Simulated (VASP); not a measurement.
# Si2Br3 (R-3m) in VASP: a series of runs

The runs below take Si2Br3 through single point, with PBE.

Program: VASP 6.6.1. These are calculated values, not measurements. Logs are shortened: lines on timing, memory, paths and dates and some standing lists are left out, and cuts for length are marked.

### 1 The cell of the first run

It takes space group R-3m (No. 166, trigonal). Conventional cell: a = 3.915 Å, b = 3.915 Å, c = 27.220 Å, α = 90.00°, β = 90.00°, γ = 120.00°. Si (site symmetry 3m) has 6 Br at 2.74 to 2.90 Å within 3.6 Å. Br (site symmetry -3m) has 6 Si at 2.90 Å and 12 Br at 3.91 to 4.06 Å within 4.1 Å. Within 3.6 Å of Br (site symmetry 3m) lie 3 Si at 2.74 Å and 3 Br at 3.25 Å.

### 2 Single point, PBE

File INCAR:

```
PREC = Accurate ; ENCUT = 520
EDIFF = 1E-6 ; ISMEAR = 0
SIGMA = 0.1 ; LREAL = F
LASPH = T ; NELM = 100
ALGO = Normal ; ISIF = 2
LWAVE = F ; LCHARG = F
GGA = PE ; NBANDS = 22
```

File KPOINTS:

```
Automatic mesh
0
Gamma
  6 6 6
```

File POSCAR:

```
Si2Br3
1.0
    1.9573889240      1.1300990222      9.0734905595
   -1.9573889240      1.1300990222      9.0734905595
    0.0000000000     -2.2601980444      9.0734905595
Si Br
2 3
Direct
    0.4000000000      0.4000000000      0.4000000000
    0.6000000000      0.6000000000      0.6000000000
    0.0000000000      0.0000000000      0.0000000000
    0.2095000000      0.2095000000      0.2095000000
    0.7905000000      0.7905000000      0.7905000000
```

Potentials or basis: VASP PAW PBE potentials, release 64 (Si, Br).

The run is started by

```
cat potpaw_PBE.64/Si/POTCAR potpaw_PBE.64/Br/POTCAR > POTCAR
mpirun -np 1 vasp_std > vasp.out
```

OUTCAR:

```text
PREC = Accurate
   ENCUT = 520
   EDIFF = 1E-6
   ISMEAR = 0
   LREAL = F
   LASPH = T
   NELM = 100
   ISIF = 2
   GGA = PE

 ion  position               nearest neighbor table
   1  0.400  0.400  0.400-   5 2.74   5 2.74   5 2.74   3 2.90   3 2.90   3 2.90
   2  0.600  0.600  0.600-   4 2.74   4 2.74   4 2.74   3 2.90   3 2.90   3 2.90
   3  0.000  0.000  0.000-   2 2.90   2 2.90   1 2.90   1 2.90   2 2.90   1 2.90
   4  0.209  0.209  0.209-   2 2.74   2 2.74   2 2.74
   5  0.791  0.791  0.791-   1 2.74   1 2.74   1 2.74

  LATTYP: Found a trigonal (rhomboedric) cell.
 ALAT       =     9.3507607248
 COS(alpha) =     0.9123624232

  Lattice vectors:

 A1 = (   1.9573889240,   1.1300990222,   9.0734905595)
 A2 = (  -1.9573889240,   1.1300990222,   9.0734905595)
 A3 = (   0.0000000000,  -2.2601980444,   9.0734905595)

Analysis of symmetry for initial positions (statically):
=====================================================================
 Subroutine PRICEL returns:
 Original cell was already a primitive cell.

 Routine SETGRP: Setting up the symmetry group for a
 trigonal (rhombohedral) supercell.

 Subroutine GETGRP returns: Found 12 space group operations
 (whereof 12 operations were pure point group operations)
 out of a pool of 12 trial point group operations.

The static configuration has the point symmetry D_3d.

Analysis of symmetry for dynamics (positions and initial velocities):
=====================================================================
 Subroutine PRICEL returns:
 Original cell was already a primitive cell.

 Routine SETGRP: Setting up the symmetry group for a
 trigonal (rhombohedral) supercell.

 Subroutine GETGRP returns: Found 12 space group operations
 (whereof 12 operations were pure point group operations)
 out of a pool of 12 trial point group operations.

The dynamic configuration has the point symmetry D_3d.

 Subroutine INISYM returns: Found 12 space group operations
 (whereof 12 operations are pure point group operations),
 and found     1 'primitive' translations

----------------------------------------------------------------------------------------

                                     Primitive cell

  volume of cell :     120.4257

  direct lattice vectors                    reciprocal lattice vectors
     1.957388924  1.130099022  9.073490559     0.255442336  0.147479702  0.036737056
    -1.957388924  1.130099022  9.073490559    -0.255442336  0.147479702  0.036737056
     0.000000000 -2.260198044  9.073490559     0.000000000 -0.294959403  0.036737056

  length of vectors
     9.350760725  9.350760725  9.350760725     0.297238391  0.297238391  0.297238391

  position of ions in fractional coordinates (direct lattice)
     0.400000000  0.400000000  0.400000000
     0.600000000  0.600000000  0.600000000
     0.000000000  0.000000000  0.000000000
     0.209500000  0.209500000  0.209500000
     0.790500000  0.790500000  0.790500000

  ion indices of the primitive-cell ions
   primitive index   ion index
                 1           1
                 2           2
                 3           3
                 4           4
                 5           5

----------------------------------------------------------------------------------------

 KPOINTS: Automatic mesh

Automatic generation of k-mesh.
 Grid dimensions read from file:
 generate k-points for:    6    6    6

 Generating k-lattice:

  Cartesian coordinates                     Fractional coordinates (reciprocal lattice)
     0.042573723  0.024579950  0.006122843     0.166666667 -0.000000000  0.000000000
    -0.042573723  0.024579950  0.006122843    -0.000000000  0.166666667  0.000000000
     0.000000000 -0.049159901  0.006122843     0.000000000  0.000000000  0.166666667

  Length of vectors
     0.049539732  0.049539732  0.049539732

  Shift w.r.t. Gamma in fractional coordinates (k-lattice)
     0.000000000  0.000000000  0.000000000

 Subroutine IBZKPT returns following result:
 ===========================================

 Found     32 irreducible k-points:

 Following reciprocal coordinates:
            Coordinates               Weight
  0.000000  0.000000  0.000000      1.000000
  0.166667 -0.000000  0.000000      6.000000
  0.333333 -0.000000 -0.000000      6.000000
  0.500000 -0.000000  0.000000      3.000000
  0.166667  0.166667  0.000000      6.000000
  0.333333  0.166667  0.000000     12.000000
[... 16 lines left out ...]
  0.500000  0.500000  0.166667      6.000000
 -0.333333  0.500000  0.166667     12.000000
 [... further k-points ...]
   k-points           NKPTS =     32   k-points in BZ     NKDIM =     32   number of bands    NBANDS=     22
   number of dos      NEDOS =    301   number of ions     NIONS =      5
   total plane-waves  NPLWV = 343000
   dimension x,y,z NGX =    70 NGY =   70 NGZ =   70
   dimension x,y,z NGXF=   140 NGYF=  140 NGZF=  140
   ions per type =               2   3
   NGX,Y,Z   is equivalent  to a cutoff of  12.45, 12.45, 12.45 a.u.
   NGXF,Y,Z  is equivalent  to a cutoff of  24.89, 24.89, 24.89 a.u.
 SYSTEM =  unknown system
   PREC   = accura    normal or accurate (medium, high low for compatibility)
   ISTART =      0    job   : 0-new  1-cont  2-samecut
   ICHARG =      2    charge: 1-file 2-atom 10-const
   ISPIN  =      1    spin polarized calculation?
   LNONCOLLINEAR =      F non collinear calculations
   LSORBIT =      F    spin-orbit coupling
   LASPH  =      T    aspherical Exc in radial PAW
   ENCUT  =  520.0 eV  38.22 Ry    6.18 a.u.  17.39 17.39 17.39*2*pi/ulx,y,z
   NELM   =    100;   NELMIN=  2; NELMDL= -5     # of ELM steps
   EDIFF  = 0.1E-05   stopping-criterion for ELM
   LREAL  =      F    real-space projection
   EDIFFG = 0.1E-04   stopping-criterion for IOM
   NSW    =      0    number of steps for IOM
   IBRION =     -1    ionic relax: 0-MD 1-quasi-New 2-CG
   NFREE  =      0    steps in history (QN), initial steepest desc. (CG)
   ISIF   =      2    stress and relaxation
   ISYM   =      2    0-nonsym 1-usesym 2-fastsym
   POTIM  = 0.5000    time-step for ionic-motion
   TEBEG  =    0.0;   TEEND  =   0.0 temperature during run
   PSTRESS=    0.0 pullay stress
   NELECT =      29.0000    total number of electrons
   NUPDOWN=      -1.0000    fix difference up-down
   EMIN   =  10.00;   EMAX   =-10.00  energy-range for DOS
   EFERMI =   0.00;   METHOD = LEGACY
   ISMEAR =     0;   SIGMA  =   0.10  broadening in eV -4-tet -1-fermi 0-gaus
   EFERMI_NEDOS =   21; number of points for ismear=-14 and -15
   IALGO  =     38    algorithm
   IMIX   =      4    mixing-type and parameters
     AMIX     =   0.40;   BMIX     =  1.00
     AMIX_MAG =   1.60;   BMIX_MAG =  1.00
  volume/ion in A,a.u.               =      24.09       162.53
  Fermi-wavevector in a.u.,A,eV,Ry     =   1.018516  1.924716 14.114334  1.037374
  Thomas-Fermi vector in A             =   2.151978
   LORBIT       =      0    0 simple, 1 ext, 2 COOP (PROOUT), +10 PAW based schemes
   GGA     = PE    functional components
   LHFCALC =     F    Hartree Fock is set to
   AEXX    =    0.0000 exact exchange contribution
   IVDW    =     0    specifies the selected vdW correction
   LEPSILON=     F    determine dielectric tensor
   LRPA    =     F    only Hartree local field effects (RPA)
 non-spin polarized calculation
 Gauss-broadening in eV      SIGMA  =   0.10
  energy-cutoff  :      520.00
  volume of cell :      120.43
 maximum number of plane-waves:      3298
 NGX is ok and might be reduce to    70
   NGX = 35   NGY = 35   NGZ = 35

 number of electron      29.0000002 magnetization

 Free energy of the ion-electron system (eV)
  ---------------------------------------------------
  ext. energy  EPLUGINS =         0.00000000
  ---------------------------------------------------
  free energy    TOTEN  =       -14.59426382 eV

  energy without entropy =      -14.58016395  energy(sigma->0) =      -14.58721389

 E-fermi :   5.5633     XC(G=0):  -9.3114

 val. band max:        5.5016526627   @ k =   0.5000   0.5000   0.1667
 cond. band min:       5.5688979509   @ k =  -0.1667   0.1667   0.0000
 fundamental gap:      0.0672452882
 Fermi energy:         5.5632977521

 k-point     1 :       0.0000    0.0000    0.0000
  band No.  band energies     occupation
      1     -12.2606      2.00000
      2     -11.8003      2.00000
      3     -11.2892      2.00000
      4      -3.7449      2.00000
      5      -2.8716      2.00000
      6       1.0514      2.00000
[... 14 lines left out ...]
     21       9.7970      0.00000
     22      10.9237      0.00000

 k-point     2 :       0.1667   -0.0000    0.0000
  band No.  band energies     occupation
      1     -12.1145      2.00000
      2     -11.7130      2.00000
      3     -11.2176      2.00000
      4      -3.6841      2.00000
      5      -2.9030      2.00000
      6      -0.1524      2.00000
[... 14 lines left out ...]
     21       9.1263      0.00000
     22      10.2303      0.00000

 k-point     3 :       0.3333   -0.0000   -0.0000
  band No.  band energies     occupation
      1     -11.7762      2.00000
      2     -11.5111      2.00000
      3     -11.1048      2.00000
      4      -3.7138      2.00000
      5      -3.1415      2.00000
      6      -1.4224      2.00000
[... 14 lines left out ...]
     21       8.2132      0.00000
     22      10.3643      0.00000

 k-point     4 :       0.5000   -0.0000    0.0000
  band No.  band energies     occupation
      1     -11.5825      2.00000
      2     -11.3552      2.00000
      3     -11.1035      2.00000
      4      -3.8972      2.00000
      5      -3.2163      2.00000
      6      -2.0855      2.00000
[... 14 lines left out ...]
     21       8.0700      0.00000
     22       9.7426      0.00000

 k-point     5 :       0.1667    0.1667    0.0000
  band No.  band energies     occupation
      1     -12.1082      2.00000
      2     -11.7271      2.00000
      3     -11.2092      2.00000
      4      -3.6801      2.00000
      5      -2.9259      2.00000
      6      -0.0777      2.00000
[... 14 lines left out ...]
     21       9.2753      0.00000
     22      10.1037      0.00000

 k-point     6 :       0.3333    0.1667    0.0000
  band No.  band energies     occupation
      1     -11.8603      2.00000
      2     -11.5844      2.00000
      3     -11.1169      2.00000
      4      -3.5507      2.00000
      5      -3.1997      2.00000
      6      -0.9487      2.00000
[... 14 lines left out ...]
     21       9.3337      0.00000
     22       9.4209      0.00000

 k-point     7 :       0.5000    0.1667   -0.0000
  band No.  band energies     occupation
      1     -11.5887      2.00000
      2     -11.3641      2.00000
      3     -11.0911      2.00000
      4      -3.6964      2.00000
      5      -3.2944      2.00000
      6      -1.6427      2.00000
[... 324 lines left out ...]
      6      -0.9806      2.00000
[... 14 lines left out ...]
     21       9.5360      0.00000
     22       9.6678      0.00000

 k-point    21 :      -0.3333    0.3333    0.1667
  band No.  band energies     occupation
      1     -11.5817      2.00000
      2     -11.3765      2.00000
      3     -11.0858      2.00000
      4      -3.6761      2.00000
      5      -3.3333      2.00000
      6      -1.4083      2.00000
[... 14 lines left out ...]
     21       9.0127      0.00000
     22      10.0564      0.00000

 k-point    22 :      -0.1667    0.3333    0.1667
  band No.  band energies     occupation
      1     -11.5911      2.00000
      2     -11.3599      2.00000
      3     -11.0927      2.00000
      4      -3.7375      2.00000
      5      -3.2417      2.00000
      6      -1.7823      2.00000
[... 14 lines left out ...]
     21       8.6358      0.00000
     22      11.0214      0.00000

 k-point    23 :       0.5000    0.5000    0.1667
  band No.  band energies     occupation
      1     -11.7309      2.00000
      2     -11.5835      2.00000
      3     -11.0771      2.00000
      4      -3.5974      2.00000
      5      -3.2739      2.00000
      6      -1.5173      2.00000
[... 14 lines left out ...]
     21       8.3468      0.00000
     22      10.2383      0.00000

 k-point    24 :      -0.3333    0.5000    0.1667
  band No.  band energies     occupation
      1     -11.5794      2.00000
      2     -11.3807      2.00000
      3     -11.0839      2.00000
      4      -3.6910      2.00000
      5      -3.3227      2.00000
      6      -1.3751      2.00000
[... 14 lines left out ...]
     21       8.7211      0.00000
     22      10.6375      0.00000

 [... further k-points ...]

------------------------ aborting loop because EDIFF is reached ----------------------------------------

  FORCE on cell =-STRESS in cart. coord.  units (eV):
  Direction    XX          YY          ZZ          XY          YZ          ZX
  --------------------------------------------------------------------------------------
  -------------------------------------------------------------------------------------
  Total        2.5933978      2.5933978      4.5925928      0.0000000     -0.0000000      0.0000000
  in kB       34.5032851     34.5032851     61.1011321      0.0000000     -0.0000000      0.0000000
  external PRESSURE =      43.3692341 kB  Pullay stress =       0.0000000 kB

 VOLUME and BASIS-vectors are now :
 -----------------------------------------------------------------------------
  energy-cutoff  :      520.00
  volume of cell :      120.43
      direct lattice vectors                 reciprocal lattice vectors
     1.957388924  1.130099022  9.073490559     0.255442336  0.147479702  0.036737056
    -1.957388924  1.130099022  9.073490559    -0.255442336  0.147479702  0.036737056
     0.000000000 -2.260198044  9.073490559     0.000000000 -0.294959403  0.036737056

 POSITION                                       TOTAL-FORCE (eV/Angst)
 -----------------------------------------------------------------------------------
      0.00000      0.00000     10.88819         0.000000      0.000000      0.197982
      0.00000      0.00000     16.33228         0.000000      0.000000     -0.197982
      0.00000      0.00000      0.00000         0.000000      0.000000      0.000000
      0.00000      0.00000      5.70269         0.000000     -0.000000      0.623978
      0.00000      0.00000     21.51778         0.000000     -0.000000     -0.623978
 -----------------------------------------------------------------------------------
    total drift:                               -0.000000      0.000000      0.000000

  FREE ENERGIE OF THE ION-ELECTRON SYSTEM (eV)
  ---------------------------------------------------
  free  energy   TOTEN  =       -14.5942638197 eV

  energy  without entropy=      -14.5801639518  energy(sigma->0) =      -14.58721389
```

Run time: 3.1 min. Hardware: 1 thread of AMD EPYC 9R45 (Zen 5), shared host; peak memory 0.62 GiB.

Results:

* Free energy: -14.5943 eV
* Pressure: 4.3 GPa
* Largest force: 0.624 eV/Å
* Band gap on the k mesh: zero (an odd number of electrons rules out a gap without spin polarisation)

Forces in eV/Å, atoms in the order of the input:
```
Si   0.000  0.000  0.198
Si   0.000  0.000 -0.198
Br   0.000  0.000  0.000
Br   0.000  0.000  0.624
Br   0.000  0.000 -0.624
```

Levels at points of the mesh, in eV from the Fermi level:
| k point | band 12 | band 13 | band 14 | band 15 | band 16 | band 17 | band 18 | band 19 |
| --- | --- | --- | --- | --- | --- | --- | --- | --- |
| (0.00, 0.00, 0.00) | -4.00 | -4.00 | -1.51 | -0.80 | 0.35 | 0.35 | 1.04 | 1.54 |
| (0.50, 0.00, 0.00) | -4.60 | -4.19 | -2.20 | -0.45 | 0.46 | 1.27 | 1.45 | 2.41 |
| (0.50, 0.50, 0.00) | -4.57 | -3.65 | -2.66 | -0.35 | 0.65 | 0.94 | 1.54 | 1.86 |
| (0.50, 0.50, 0.50) | -4.01 | -2.69 | -2.52 | -0.33 | 0.57 | 0.57 | 0.97 | 1.22 |

Caveat: the cell stands under pressure; an odd number of electrons without spin polarisation forces a metal; a magnetic or distorted state may lie lower.

### 3 Single point, PBE

This run uses another cell than the first one, of 29.74 Å³/atom.

File INCAR:

```
ALGO = Normal
EDIFF = 1E-7
ENCUT = 520
GGA = PE
ISIF = 2
ISMEAR = 0
LASPH = True
LCHARG = True
LELF = True
LREAL = False
LVHAR = True
LWAVE = False
NBANDS = 22
NELM = 80
PREC = Accurate
SIGMA = 0.1
```

File KPOINTS:

```
k-points
0
Gamma
  6 6 6
```

File POSCAR:

```
Si2Br3
1.0
    2.1213229579      1.2247463808      9.5387730733
   -2.1213229579      1.2247463808      9.5387730733
    0.0000000000     -2.4494927615      9.5387730733
Si Br
2 3
Direct
    0.3932213499      0.3932213499      0.3932213499
    0.6067786501      0.6067786501      0.6067786501
    0.0000000000      0.0000000000      0.0000000000
    0.2297210827      0.2297210827      0.2297210827
    0.7702789173      0.7702789173      0.7702789173
```

Potentials or basis: VASP PAW PBE potentials, release 64 (Si, Br).

The run is started by

```
cat potpaw_PBE.64/Si/POTCAR potpaw_PBE.64/Br/POTCAR > POTCAR
mpirun -np 1 vasp_std > vasp.out
```

It took 5.1 min on 1 thread of AMD EPYC 9R45 (Zen 5), shared host; peak memory 0.86 GiB.

It converged, with:

* Free energy: -15.1712 eV
* Pressure: 0.2 GPa
* Largest force: 0.023 eV/Å
* Band gap on the k mesh: zero (an odd number of electrons rules out a gap without spin polarisation)

Forces in eV/Å, atoms in the order of the input:
```
Si   0.000  0.000 -0.021
Si   0.000  0.000  0.021
Br   0.000  0.000  0.000
Br   0.000  0.000 -0.023
Br   0.000  0.000  0.023
```

Stress tensor (GPa, compression positive):
```
0.14 0.00 0.00
0.00 0.14 0.00
0.00 0.00 0.29
```

Levels at points of the mesh, in eV from the Fermi level:
```csv
k point,band 11,band 12,band 13,band 14,band 15,band 16,band 17,band 18,band 19,band 20
"(0.00, 0.00, 0.00)",-4.39,-3.68,-3.60,-2.86,-1.04,0.13,0.13,0.69,1.26,1.26
"(0.50, 0.00, 0.00)",-4.17,-3.91,-3.82,-2.32,-0.21,1.11,1.38,1.87,2.50,2.94
"(0.50, 0.50, 0.00)",-4.22,-4.02,-3.61,-2.34,-0.15,1.20,1.44,1.63,2.39,3.14
"(0.50, 0.50, 0.50)",-4.40,-4.01,-3.14,-3.00,-1.03,0.17,0.17,0.67,1.20,1.20
```

Caveat: an odd number of electrons without spin polarisation forces a metal; a magnetic or distorted state may lie lower.

The gap in the log of VASP goes by the Fermi energy; the results here count the filled bands.